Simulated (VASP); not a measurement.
# Si62P (a cell with a defect) in VASP: single point with LDA

Aim: the single point of Si62P (a cell with a defect) with LDA.

Program: VASP 6.6.1. These are calculated values, not measurements. Logs are shortened: lines on timing, memory, paths and dates and some standing lists are left out, and cuts for length are marked.

## Step 1: The cell of the first run

The cell holds a defect, 63 atoms: a = 10.860 Å, b = 10.860 Å, c = 10.860 Å, α = 90.00°, β = 90.00°, γ = 90.00°.

## Step 2: Single point, LDA

File INCAR:

```
PREC = Accurate
ENCUT = 520
EDIFF = 1E-6
ISMEAR = -1
SIGMA = 0.05
LREAL = Auto
LASPH = True
NELM = 60
ALGO = Normal
ISIF = 2
LWAVE = False
LCHARG = True
LELF = True
LVHAR = True
NBANDS = 164
NELECT = 252.0
```

File KPOINTS:

```
Automatic mesh
0
Gamma
  1 1 1
```

File POSCAR:

```
Si62P
1.0
   10.8600000000      0.0000000000      0.0000000000
    0.0000000000     10.8600000000      0.0000000000
    0.0000000000      0.0000000000     10.8600000000
Si P
62 1
Direct
    0.5014925414     -0.0012502762      0.0020166667
    0.6265985267      0.1223782689      0.1256668508
    0.7494380295      0.2486731123      0.0025553407
    0.8755540516      0.3745711786      0.1256304788
    0.8815585635      0.1079092081      0.3634341621
   -0.0046670350     -0.0003774401      0.0043389503
    0.1241555249      0.1229462247      0.1254866483
    0.2495376611      0.2487813996     -0.0031926335
    0.3696887661      0.3787382136      0.1232108656
    0.5000033149      0.5007430939     -0.0019434622
    0.6275776243      0.6255271639      0.1250626151
    0.7461138122      0.7423789134     -0.0099146409
    0.2507060773     -0.0003291897      0.2510049724
    0.3759957643      0.1249823204      0.3747971455
    0.4983323204      0.2508473297      0.2482441068
    0.6266441068      0.3715755985      0.3734643646
    0.7511378453      0.4993044199      0.2506823204
    0.8732344383      0.6255283610      0.3775141805
    0.5069303867     -0.0015754144      0.4922909761
    0.6266193370      0.1233622468      0.6209470534
    0.7530305709      0.2370108656      0.4874873849
    0.8728236648      0.3672317680      0.6176007366
    0.7502963168     -0.0000642726      0.7487299263
    0.8722719153      0.1231102210      0.8778181400
   -0.0016104052      0.5031238490      0.0024389503
    0.1119930018      0.6378169429      0.1289827808
    0.2456925414      0.7513331492      0.0022255985
    0.3741855433      0.8744361878      0.1249544199
    0.0017825967      0.2486667587      0.2494580110
    0.1259150092      0.3756377532      0.3753704420
    0.2444622468      0.5064627993      0.2484239411
    0.3781792818      0.6244876611      0.3730084715
    0.5042695212      0.7523650092      0.2479546041
    0.6396321363      0.8765955801      0.3640491713
    0.0047823204     -0.0001210866      0.5041813076
    0.1259041436      0.1282400552      0.6291151934
    0.2515586556      0.2496605893      0.5006890424
    0.3756295580      0.3750161142      0.6251478821
    0.5021424494      0.4972438306      0.4987412523
    0.6222215470      0.6248433702      0.6252574586
    0.7492764273      0.7500366483      0.5007506446
    0.8758065378      0.8744698895      0.6249074586
    0.2504810313     -0.0008171271      0.7504928177
    0.3764967772      0.1242980663      0.8742650092
    0.5020123389      0.2480274401      0.7474696133
    0.6237919890      0.3735973297      0.8746453039
    0.7483907919      0.4935639963      0.7435999079
    0.8733881215      0.6205830571      0.8698566298
   -0.0122004604      0.7651211786      0.2581153775
    0.1275686924      0.8761345304      0.3793640884
    0.0020576427      0.4985210866      0.5008229282
    0.1254567219      0.6246488029      0.6263304788
    0.2535287293      0.7452897790      0.5002419890
    0.3769948435      0.8757267956      0.6218748619
   -0.0006656538      0.2507900552      0.7528668508
    0.1233058932      0.3775107735      0.8773265193
    0.2505441068      0.4992368324      0.7508723757
    0.3717641805      0.6265163904      0.8772181400
    0.4985446593      0.7491706262      0.7512074586
    0.6257324125      0.8764274401      0.8749524862
   -0.0000813076      0.7496927256      0.7504928177
    0.1199853591      0.8767256906      0.8784842541
    0.8005876611     -0.0421302947      0.2260760589
```

Potentials or basis: VASP PAW LDA potentials, release 64 (Si, P).

The run is started by

```bash
$ cat potpaw_LDA.64/Si/POTCAR potpaw_LDA.64/P/POTCAR > POTCAR
$ mpirun -np 1 vasp_gam > vasp.out
```

OUTCAR:

```text
PREC = Accurate
   ENCUT = 520
   EDIFF = 1E-6
   ISMEAR = -1
   LREAL = Auto
   LASPH = True
   NELM = 60
   ISIF = 2
   NELECT = 252.0

 ion  position               nearest neighbor table
   1  0.501  0.999  0.002-   2 2.33  60 2.34  28 2.35  44 2.37
   2  0.627  0.122  0.126-   3 2.33   1 2.33  15 2.38  63 2.82
   3  0.749  0.249  0.003-   2 2.33  24 2.34   4 2.35  46 2.37
   4  0.876  0.375  0.126-  17 2.35  25 2.35   3 2.35  29 2.36
   5  0.882  0.108  0.363-  35 2.35  29 2.36  63 2.38  21 2.39
   6  0.995  1.000  0.004-  24 2.34   7 2.34  62 2.34
   7  0.124  0.123  0.125-  29 2.33   6 2.34  13 2.35   8 2.38
   8  0.250  0.249  0.997-  44 2.35  56 2.35   9 2.36   7 2.38
   9  0.370  0.379  0.123-   8 2.36  10 2.37  31 2.37  15 2.39
  10  0.500  0.501  0.998-  46 2.35  58 2.35   9 2.37  11 2.38
  11  0.628  0.626  0.125-  12 2.33  33 2.34  17 2.35  10 2.38
  12  0.746  0.742  0.990-  48 2.32  60 2.32  11 2.33
  13  0.251  1.000  0.251-  14 2.35  28 2.35  50 2.35   7 2.35
  14  0.376  0.125  0.375-  13 2.35  15 2.35  37 2.35  19 2.35
  15  0.498  0.251  0.248-  16 2.35  14 2.35   2 2.38   9 2.39
  16  0.627  0.372  0.373-  15 2.35  17 2.35  39 2.35  21 2.36
  17  0.751  0.499  0.251-   4 2.35  16 2.35  18 2.35  11 2.35
  18  0.873  0.626  0.378-  41 2.33  49 2.35  17 2.35  51 2.38
[... 43 lines left out ...]
  62  0.120  0.877  0.878-   6 2.34  27 2.35  61 2.35  43 2.39
  63  0.801  0.958  0.226-   5 2.38  34 2.47   2 2.82  49 2.94

  LATTYP: Found a simple cubic cell.
 ALAT       =    10.8600000000

  Lattice vectors:

 A1 = (  10.8600000000,   0.0000000000,   0.0000000000)
 A2 = (   0.0000000000,  10.8600000000,   0.0000000000)
 A3 = (   0.0000000000,   0.0000000000,  10.8600000000)

Analysis of symmetry for initial positions (statically):
=====================================================================
 Subroutine PRICEL returns:
 Original cell was already a primitive cell.

 Routine SETGRP: Setting up the symmetry group for a
 simple cubic supercell.

 Subroutine GETGRP returns: Found  1 space group operations
 (whereof  1 operations were pure point group operations)
 out of a pool of 48 trial point group operations.

The static configuration has the point symmetry C_1 .

Analysis of symmetry for dynamics (positions and initial velocities):
=====================================================================
 Subroutine PRICEL returns:
[... 209 lines left out ...]
   EDIFFG = 0.1E-04   stopping-criterion for IOM
   NSW    =      0    number of steps for IOM
   IBRION =     -1    ionic relax: 0-MD 1-quasi-New 2-CG
   NFREE  =      0    steps in history (QN), initial steepest desc. (CG)
   ISIF   =      2    stress and relaxation
   ISYM   =      2    0-nonsym 1-usesym 2-fastsym
   POTIM  = 0.5000    time-step for ionic-motion
   TEBEG  =    0.0;   TEEND  =   0.0 temperature during run
   PSTRESS=    0.0 pullay stress
   NELECT =     252.0000    total number of electrons
   NUPDOWN=      -1.0000    fix difference up-down
   EMIN   =  10.00;   EMAX   =-10.00  energy-range for DOS
   EFERMI =   0.00;   METHOD = LEGACY
   ISMEAR =    -1;   SIGMA  =   0.05  broadening in eV -4-tet -1-fermi 0-gaus
   EFERMI_NEDOS =   21; number of points for ismear=-14 and -15
   IALGO  =     38    algorithm
   IMIX   =      4    mixing-type and parameters
     AMIX     =   0.40;   BMIX     =  1.00
     AMIX_MAG =   1.60;   BMIX_MAG =  1.00
  volume/ion in A,a.u.               =      20.33       137.20
  Fermi-wavevector in a.u.,A,eV,Ry     =   0.952164  1.799329 12.335269  0.906617
  Thomas-Fermi vector in A             =   2.080702
   LORBIT       =      0    0 simple, 1 ext, 2 COOP (PROOUT), +10 PAW based schemes
   GGA     = CA    functional components
   LHFCALC =     F    Hartree Fock is set to
   AEXX    =    0.0000 exact exchange contribution
   IVDW    =     0    specifies the selected vdW correction
   LEPSILON=     F    determine dielectric tensor
   LRPA    =     F    only Hartree local field effects (RPA)
 non-spin polarized calculation
  energy-cutoff  :      520.00
  volume of cell :     1280.82
 maximum number of plane-waves:     17229
 NGX is ok and might be reduce to    84
   NGX = 41   NGY = 41   NGZ = 41

 number of electron     251.9999994 magnetization

 Free energy of the ion-electron system (eV)
  ---------------------------------------------------
  ext. energy  EPLUGINS =         0.00000000
  ---------------------------------------------------
  free energy    TOTEN  =      -371.43544273 eV

  energy without entropy =     -371.38596142  energy(sigma->0) =     -371.41070208

 E-fermi :   5.8982     XC(G=0):  -9.5335

 val. band max:        5.7609035163   @ k =   0.0000   0.0000   0.0000
 cond. band min:       6.0468864704   @ k =   0.0000   0.0000   0.0000
 fundamental gap:      0.2859829541
 Fermi energy:         5.8982388082

 k-point     1 :       0.0000    0.0000    0.0000
  band No.  band energies     occupation
      1      -6.2896      2.00000
      2      -5.4788      2.00000
      3      -5.2137      2.00000
      4      -5.1959      2.00000
      5      -5.1845      2.00000
      6      -5.1826      2.00000
[... 130 lines left out ...]
    137       6.7486      0.00000
    138       6.7901      0.00000
 [bands above 138 left out]

------------------------ aborting loop because EDIFF is reached ----------------------------------------

  FORCE on cell =-STRESS in cart. coord.  units (eV):
  Direction    XX          YY          ZZ          XY          YZ          ZX
  --------------------------------------------------------------------------------------
  -------------------------------------------------------------------------------------
  Total      -25.9829425    -25.3344354    -21.8229300      0.4641840      2.7165060      0.1374112
  in kB      -32.5019515    -31.6907368    -27.2982098      0.5806458      3.3980657      0.1718871
  external PRESSURE =     -30.4969660 kB  Pullay stress =       0.0000000 kB

 VOLUME and BASIS-vectors are now :
 -----------------------------------------------------------------------------
  energy-cutoff  :      520.00
  volume of cell :     1280.82
      direct lattice vectors                 reciprocal lattice vectors
    10.860000000  0.000000000  0.000000000     0.092081031  0.000000000  0.000000000
     0.000000000 10.860000000  0.000000000     0.000000000  0.092081031  0.000000000
     0.000000000  0.000000000 10.860000000     0.000000000  0.000000000  0.092081031

 POSITION                                       TOTAL-FORCE (eV/Angst)
 -----------------------------------------------------------------------------------
      5.44621     10.84642      0.02190         0.031259      0.012922      0.018627
      6.80486      1.32903      1.36474         0.269510     -0.225251      0.125956
      8.13890      2.70059      0.02775        -0.000679     -0.010754     -0.001061
      9.50852      4.06784      1.36435         0.000203     -0.009136     -0.017757
      9.57373      1.17189      3.94690        -0.123209      0.102504      0.089583
     10.80932     10.85590      0.04712         0.168577      0.009367     -0.212501
[... 55 lines left out ...]
      1.30304      9.52124      9.54034         0.071296     -0.002764     -0.082124
      8.69438     10.40246      2.45519        -0.898326      0.520614      0.355120
 -----------------------------------------------------------------------------------
    total drift:                                0.004933     -0.007396     -0.000683

  FREE ENERGIE OF THE ION-ELECTRON SYSTEM (eV)
  ---------------------------------------------------
  free  energy   TOTEN  =      -371.4354427347 eV

  energy  without entropy=     -371.3859614205  energy(sigma->0) =     -371.41070208
```

It took 7.4 min on 1 thread of Intel Xeon Platinum 8259CL at 2.50GHz (Skylake/Cascade Lake), shared host; peak memory 0.71 GiB.

What came out:

```yaml
Free_energy: -371.4354 eV
Largest_force: 1.097 eV/Å
```

Forces in eV/Å, atoms in the order of the input:
```
Si   0.031  0.013  0.019
Si   0.270 -0.225  0.126
Si  -0.001 -0.011 -0.001
Si   0.000 -0.009 -0.018
Si  -0.123  0.103  0.090
Si   0.169  0.009 -0.213
Si  -0.008 -0.027  0.007
Si  -0.009 -0.013 -0.001
Si   0.060 -0.061 -0.003
Si   0.013  0.005 -0.010
Si   0.004 -0.001  0.013
Si  -0.010 -0.038 -0.039
Si   0.021 -0.004 -0.003
Si   0.005  0.003 -0.001
Si   0.089 -0.081  0.010
Si  -0.017  0.018  0.003
Si   0.007 -0.010  0.001
Si  -0.022  0.012 -0.022
Si   0.014  0.017  0.000
Si  -0.007  0.004  0.020
Si  -0.018  0.070  0.069
Si   0.003  0.033  0.009
Si   0.010 -0.004 -0.002
Si  -0.001  0.015 -0.031
Si   0.011 -0.006  0.002
Si   0.060 -0.065  0.001
Si   0.010 -0.004  0.003
Si   0.015 -0.003 -0.010
Si  -0.034 -0.023 -0.002
Si  -0.005 -0.014 -0.026
Si   0.065 -0.060  0.000
Si  -0.004  0.011 -0.016
Si   0.013  0.007  0.011
Si   0.069  0.040 -0.010
Si  -0.039  0.017 -0.016
Si   0.007 -0.027 -0.014
Si  -0.006 -0.004 -0.003
Si  -0.005 -0.002 -0.013
Si  -0.003  0.009  0.004
Si   0.023 -0.011  0.009
Si  -0.021 -0.018  0.029
Si   0.004 -0.014 -0.008
Si   0.059 -0.007 -0.026
Si   0.009 -0.008  0.013
Si  -0.005 -0.002  0.008
Si   0.013 -0.009  0.002
Si   0.007 -0.005  0.024
Si   0.020  0.002 -0.005
Si   0.092 -0.144 -0.072
Si  -0.046  0.020 -0.051
Si   0.018  0.006 -0.015
Si  -0.002 -0.005 -0.010
Si  -0.024 -0.003 -0.018
Si   0.014  0.007 -0.041
Si   0.020  0.003 -0.011
Si  -0.001 -0.004 -0.008
Si   0.008 -0.008 -0.001
Si  -0.005  0.003 -0.006
Si   0.006 -0.020 -0.001
Si  -0.008  0.009 -0.012
Si   0.010 -0.008 -0.006
Si   0.071 -0.003 -0.082
P   -0.898  0.521  0.355
```

Levels at points of the mesh, in eV from the Fermi level:
```csv
k point,band 122,band 123,band 124,band 125,band 126,band 127,band 128,band 129,band 130,band 131
"(0.00, 0.00, 0.00)",-1.37,-0.74,-0.65,-0.59,-0.14,0.15,0.24,0.32,0.38,0.41
```

Caveat: the k points lie up to 0.58 Å⁻¹ apart; the cell carries a net charge on a neutralising background, which shifts energy and pressure; the cell is charged against a uniform background, so pressure and absolute levels hang on convention.
